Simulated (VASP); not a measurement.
# Ca5Sb2S2 (P6/mmm) in VASP: single point with PBE

Aim: the single point of Ca5Sb2S2 with PBE.

Everything below comes from runs of VASP 6.6.1. Logs are shortened: lines on timing, memory, paths and dates and some standing lists are left out, and cuts for length are marked.

**1. The cell of the first run**

It takes space group P6/mmm (No. 191, hexagonal). The conventional cell has a = 5.420 Å, b = 5.420 Å, c = 8.740 Å, α = 90.00°, β = 90.00°, γ = 120.00°. Within 2.4 Å of Ca (site symmetry 3m) lie 1 S at 1.81 Å. Within 4.1 Å of Ca (site symmetry 6/mmm) lie 6 S at 3.13 Å and 12 Ca at 3.62 Å. Sb (site symmetry -6m2) has 2 Ca at 2.56 Å and 3 Sb at 3.13 Å within 3.4 Å. S (site symmetry -6m2) has 2 Ca at 1.81 Å within 2.4 Å.

**2. Single point, PBE**

INCAR reads:

```
PREC = Accurate
ENCUT = 520
EDIFF = 1E-6
ISMEAR = 0
SIGMA = 0.1
LREAL = False
LASPH = True
NELM = 80
ALGO = Normal
ISIF = 2
LWAVE = False
LCHARG = True
GGA = PE
LELF = True
LVHAR = True
NBANDS = 46
```

KPOINTS reads:

```
regular mesh
0
Gamma
  6 6 2
```

POSCAR reads:

```
Ca5Sb2S2
1.0
    5.4196931200      0.0000000000      0.0000000000
   -2.7098465600      4.6935919300      0.0000000000
    0.0000000000      0.0000000000      8.7404338700
Ca Sb S
5 2 2
Direct
    0.3333333300      0.6666666700      0.2072441200
    0.3333333300      0.6666666700      0.7927558800
    0.6666666700      0.3333333300      0.7927558800
    0.6666666700      0.3333333300      0.2072441200
    0.0000000000      0.0000000000      0.0000000000
    0.3333333300      0.6666666700      0.5000000000
    0.6666666700      0.3333333300      0.5000000000
    0.3333333300      0.6666666700      0.0000000000
    0.6666666700      0.3333333300      0.0000000000
```

Potentials or basis: VASP PAW PBE potentials, release 64 (Ca_sv, Sb, S).

The run is started by

```
cat potpaw_PBE.64/Ca_sv/POTCAR potpaw_PBE.64/Sb/POTCAR potpaw_PBE.64/S/POTCAR > POTCAR
mpirun -np 1 vasp_std > vasp.out
```

OUTCAR:

```text
PREC = Accurate
   ENCUT = 520
   EDIFF = 1E-6
   ISMEAR = 0
   LREAL = False
   LASPH = True
   NELM = 80
   ISIF = 2
   GGA = PE

 ion  position               nearest neighbor table
   1  0.333  0.667  0.207-   8 1.81   6 2.56   4 3.13   4 3.13   4 3.13
   2  0.333  0.667  0.793-   8 1.81   6 2.56   3 3.13   3 3.13   3 3.13
   3  0.667  0.333  0.793-   9 1.81   7 2.56   2 3.13   2 3.13   2 3.13
   4  0.667  0.333  0.207-   9 1.81   7 2.56   1 3.13   1 3.13   1 3.13
   5  0.000  0.000  0.000-
   6  0.333  0.667  0.500-   1 2.56   2 2.56   7 3.13   7 3.13   7 3.13
   7  0.667  0.333  0.500-   3 2.56   4 2.56   6 3.13   6 3.13   6 3.13
   8  0.333  0.667  0.000-   1 1.81   2 1.81
   9  0.667  0.333  0.000-   3 1.81   4 1.81

  LATTYP: Found a hexagonal cell.
 ALAT       =     5.4196931200
 C/A-ratio  =     1.6127174872

  Lattice vectors:

 A1 = (   5.4196931200,   0.0000000000,   0.0000000000)
 A2 = (  -2.7098465600,   4.6935919300,   0.0000000000)
 A3 = (   0.0000000000,   0.0000000000,   8.7404338700)

Analysis of symmetry for initial positions (statically):
=====================================================================
 Subroutine PRICEL returns:
 Original cell was already a primitive cell.

 Routine SETGRP: Setting up the symmetry group for a
 hexagonal supercell.

 Subroutine GETGRP returns: Found 24 space group operations
 (whereof 24 operations were pure point group operations)
 out of a pool of 24 trial point group operations.

The static configuration has the point symmetry D_6h.

Analysis of symmetry for dynamics (positions and initial velocities):
=====================================================================
 Subroutine PRICEL returns:
 Original cell was already a primitive cell.

 Routine SETGRP: Setting up the symmetry group for a
 hexagonal supercell.

 Subroutine GETGRP returns: Found 24 space group operations
 (whereof 24 operations were pure point group operations)
 out of a pool of 24 trial point group operations.

The dynamic configuration has the point symmetry D_6h.

 Subroutine INISYM returns: Found 24 space group operations
 (whereof 24 operations are pure point group operations),
 and found     1 'primitive' translations

----------------------------------------------------------------------------------------

                                     Primitive cell

  volume of cell :     222.3377

  direct lattice vectors                    reciprocal lattice vectors
     5.419693120  0.000000000  0.000000000     0.184512292  0.106528221  0.000000000
    -2.709846560  4.693591930  0.000000000     0.000000000  0.213056443  0.000000000
     0.000000000  0.000000000  8.740433870     0.000000000  0.000000000  0.114410796

  length of vectors
     5.419693120  5.419693126  8.740433870     0.213056443  0.213056443  0.114410796

  position of ions in fractional coordinates (direct lattice)
     0.333333330  0.666666670  0.207244120
     0.333333330  0.666666670  0.792755880
     0.666666670  0.333333330  0.792755880
     0.666666670  0.333333330  0.207244120
     0.000000000  0.000000000  0.000000000
     0.333333330  0.666666670  0.500000000
     0.666666670  0.333333330  0.500000000
     0.333333330  0.666666670  0.000000000
     0.666666670  0.333333330  0.000000000

  ion indices of the primitive-cell ions
   primitive index   ion index
                 1           1
                 2           2
                 3           3
                 4           4
                 5           5
                 6           6
                 7           7
                 8           8
                 9           9

----------------------------------------------------------------------------------------

 KPOINTS: regular mesh

Automatic generation of k-mesh.
 Grid dimensions read from file:
 generate k-points for:    6    6    2

 Generating k-lattice:

  Cartesian coordinates                     Fractional coordinates (reciprocal lattice)
     0.030752049  0.017754704  0.000000000     0.166666667  0.000000000  0.000000000
     0.000000000  0.035509407  0.000000000     0.000000000  0.166666667  0.000000000
     0.000000000  0.000000000  0.057205398     0.000000000  0.000000000  0.500000000

  Length of vectors
     0.035509407  0.035509407  0.057205398

  Shift w.r.t. Gamma in fractional coordinates (k-lattice)
     0.000000000  0.000000000  0.000000000

 Subroutine IBZKPT returns following result:
 ===========================================

 Found     14 irreducible k-points:

 Following reciprocal coordinates:
            Coordinates               Weight
  0.000000  0.000000  0.000000      1.000000
  0.166667 -0.000000  0.000000      6.000000
  0.333333  0.000000  0.000000      6.000000
  0.500000  0.000000  0.000000      3.000000
  0.166667  0.166667  0.000000      6.000000
  0.333333  0.166667  0.000000     12.000000
  0.333333  0.333333  0.000000      2.000000
  0.000000  0.000000  0.500000      1.000000
  0.166667 -0.000000  0.500000      6.000000
  0.333333  0.000000  0.500000      6.000000
  0.500000  0.000000  0.500000      3.000000
  0.166667  0.166667  0.500000      6.000000
  0.333333  0.166667  0.500000     12.000000
  0.333333  0.333333  0.500000      2.000000
   k-points           NKPTS =     14   k-points in BZ     NKDIM =     14   number of bands    NBANDS=     46
   number of dos      NEDOS =    301   number of ions     NIONS =      9
   total plane-waves  NPLWV = 112000
   dimension x,y,z NGX =    40 NGY =   40 NGZ =   70
   dimension x,y,z NGXF=    80 NGYF=   80 NGZF=  140
   ions per type =               5   2   2
   NGX,Y,Z   is equivalent  to a cutoff of  12.27, 12.27, 13.31 a.u.
   NGXF,Y,Z  is equivalent  to a cutoff of  24.54, 24.54, 26.63 a.u.
 SYSTEM =  unknown system
   PREC   = accura    normal or accurate (medium, high low for compatibility)
   ISTART =      0    job   : 0-new  1-cont  2-samecut
   ICHARG =      2    charge: 1-file 2-atom 10-const
   ISPIN  =      1    spin polarized calculation?
   LNONCOLLINEAR =      F non collinear calculations
   LSORBIT =      F    spin-orbit coupling
   LASPH  =      T    aspherical Exc in radial PAW
   ENCUT  =  520.0 eV  38.22 Ry    6.18 a.u.  10.08 10.08 16.25*2*pi/ulx,y,z
   NELM   =     80;   NELMIN=  2; NELMDL= -5     # of ELM steps
   EDIFF  = 0.1E-05   stopping-criterion for ELM
   LREAL  =      F    real-space projection
   EDIFFG = 0.1E-04   stopping-criterion for IOM
   NSW    =      0    number of steps for IOM
   IBRION =     -1    ionic relax: 0-MD 1-quasi-New 2-CG
   NFREE  =      0    steps in history (QN), initial steepest desc. (CG)
   ISIF   =      2    stress and relaxation
   ISYM   =      2    0-nonsym 1-usesym 2-fastsym
   POTIM  = 0.5000    time-step for ionic-motion
   TEBEG  =    0.0;   TEEND  =   0.0 temperature during run
   PSTRESS=    0.0 pullay stress
   NELECT =      72.0000    total number of electrons
   NUPDOWN=      -1.0000    fix difference up-down
   EMIN   =  10.00;   EMAX   =-10.00  energy-range for DOS
   EFERMI =   0.00;   METHOD = LEGACY
   ISMEAR =     0;   SIGMA  =   0.10  broadening in eV -4-tet -1-fermi 0-gaus
   EFERMI_NEDOS =   21; number of points for ismear=-14 and -15
   IALGO  =     38    algorithm
   IMIX   =      4    mixing-type and parameters
     AMIX     =   0.40;   BMIX     =  1.00
     AMIX_MAG =   1.60;   BMIX_MAG =  1.00
  volume/ion in A,a.u.               =      24.70       166.71
  Fermi-wavevector in a.u.,A,eV,Ry     =   1.124211  2.124452 17.195741  1.263851
  Thomas-Fermi vector in A             =   2.260882
   LORBIT       =      0    0 simple, 1 ext, 2 COOP (PROOUT), +10 PAW based schemes
   GGA     = PE    functional components
   LHFCALC =     F    Hartree Fock is set to
   AEXX    =    0.0000 exact exchange contribution
   IVDW    =     0    specifies the selected vdW correction
   LEPSILON=     F    determine dielectric tensor
   LRPA    =     F    only Hartree local field effects (RPA)
 non-spin polarized calculation
 Gauss-broadening in eV      SIGMA  =   0.10
  energy-cutoff  :      520.00
  volume of cell :      222.34
 maximum number of plane-waves:      6012
   NGX = 21   NGY = 21   NGZ = 33

 number of electron      71.9999994 magnetization

 Free energy of the ion-electron system (eV)
  ---------------------------------------------------
  ext. energy  EPLUGINS =         0.00000000
  ---------------------------------------------------
  free energy    TOTEN  =        -3.08801076 eV

  energy without entropy =       -3.04071478  energy(sigma->0) =       -3.06436277

 E-fermi :   5.3601     XC(G=0):  -9.2656

 val. band max:        5.3580268495   @ k =   0.1667   0.1667   0.5000
 cond. band min:       5.3749666778   @ k =   0.3333   0.0000   0.0000
 fundamental gap:      0.0169398283
 Fermi energy:         5.3600777390

 k-point     1 :       0.0000    0.0000    0.0000
  band No.  band energies     occupation
      1     -36.5045      2.00000
      2     -35.2059      2.00000
      3     -35.1578      2.00000
      4     -35.0904      2.00000
      5     -35.0446      2.00000
      6     -18.3285      2.00000
[... 38 lines left out ...]
     45       7.8976      0.00000
     46       7.9381      0.00000

 k-point     2 :       0.1667   -0.0000    0.0000
  band No.  band energies     occupation
      1     -36.5043      2.00000
      2     -35.1993      2.00000
      3     -35.1512      2.00000
      4     -35.0974      2.00000
      5     -35.0513      2.00000
      6     -18.3231      2.00000
[... 38 lines left out ...]
     45       7.8366      0.00000
     46       7.9531      0.00000

 k-point     3 :       0.3333    0.0000    0.0000
  band No.  band energies     occupation
      1     -36.5040      2.00000
      2     -35.1820      2.00000
      3     -35.1341      2.00000
      4     -35.1152      2.00000
      5     -35.0687      2.00000
      6     -18.3048      2.00000
[... 528 lines left out ...]
     45       7.3427      0.00000
     46       7.5791      0.00000

 k-point    14 :       0.3333    0.3333    0.5000
  band No.  band energies     occupation
      1     -36.5038      2.00000
      2     -35.1501      2.00000
      3     -35.1501      2.00000
      4     -35.1001      2.00000
      5     -35.1001      2.00000
      6     -18.2400      2.00000
[... 38 lines left out ...]
     45       7.6734      0.00000
     46       7.7952      0.00000

------------------------ aborting loop because EDIFF is reached ----------------------------------------

  FORCE on cell =-STRESS in cart. coord.  units (eV):
  Direction    XX          YY          ZZ          XY          YZ          ZX
  --------------------------------------------------------------------------------------
  -------------------------------------------------------------------------------------
  Total       12.5477254     12.5477255    179.5853208      0.0000000      0.0000000      0.0000000
  in kB       90.4195982     90.4195985   1294.1016808      0.0000000      0.0000000      0.0000000
  external PRESSURE =     491.6469592 kB  Pullay stress =       0.0000000 kB

 VOLUME and BASIS-vectors are now :
 -----------------------------------------------------------------------------
  energy-cutoff  :      520.00
  volume of cell :      222.34
      direct lattice vectors                 reciprocal lattice vectors
     5.419693120  0.000000000  0.000000000     0.184512292  0.106528221  0.000000000
    -2.709846560  4.693591930  0.000000000     0.000000000  0.213056443  0.000000000
     0.000000000  0.000000000  8.740433870     0.000000000  0.000000000  0.114410796

 POSITION                                       TOTAL-FORCE (eV/Angst)
 -----------------------------------------------------------------------------------
     -0.00000      3.12906      1.81140         0.000000     -0.000000     16.923431
     -0.00000      3.12906      6.92903         0.000000     -0.000000    -16.923431
      2.70985      1.56453      6.92903        -0.000000      0.000000    -16.923431
      2.70985      1.56453      1.81140        -0.000000      0.000000     16.923431
      0.00000      0.00000      0.00000         0.000000      0.000000     -0.000000
     -0.00000      3.12906      4.37022         0.000000     -0.000000     -0.000000
      2.70985      1.56453      4.37022         0.000000      0.000000      0.000000
     -0.00000      3.12906      0.00000         0.000000      0.000000     -0.000000
      2.70985      1.56453      0.00000        -0.000000      0.000000     -0.000000
 -----------------------------------------------------------------------------------
    total drift:                                0.000000     -0.000000      0.000000

  FREE ENERGIE OF THE ION-ELECTRON SYSTEM (eV)
  ---------------------------------------------------
  free  energy   TOTEN  =        -3.0880107573 eV

  energy  without entropy=       -3.0407147826  energy(sigma->0) =       -3.06436277
```

Wall time 5 min (1 thread of Oxide Virtual Turin-like, shared host); peak memory 0.35 GiB.

Results:

| Item | Value |
| --- | --- |
| Free energy | -3.0880 eV |
| Pressure | 49.2 GPa |
| Largest force | 16.923 eV/Å |
| Band gap on the k mesh | zero (band 36 reaches 5.45 eV, above the bottom of band 37 at 5.18 eV) |

Forces in eV/Å, atoms in the order of the input:
```
Ca    0.000   0.000  16.923
Ca    0.000   0.000 -16.923
Ca    0.000   0.000 -16.923
Ca    0.000   0.000  16.923
Ca    0.000   0.000   0.000
Sb    0.000   0.000   0.000
Sb    0.000   0.000   0.000
S     0.000   0.000   0.000
S     0.000   0.000   0.000
```

Caveat: spin-orbit coupling is left out, which moves the levels of the heavy elements; forces of over 1 eV/Å act on the atoms, so gaps and moduli don't describe the material at rest.
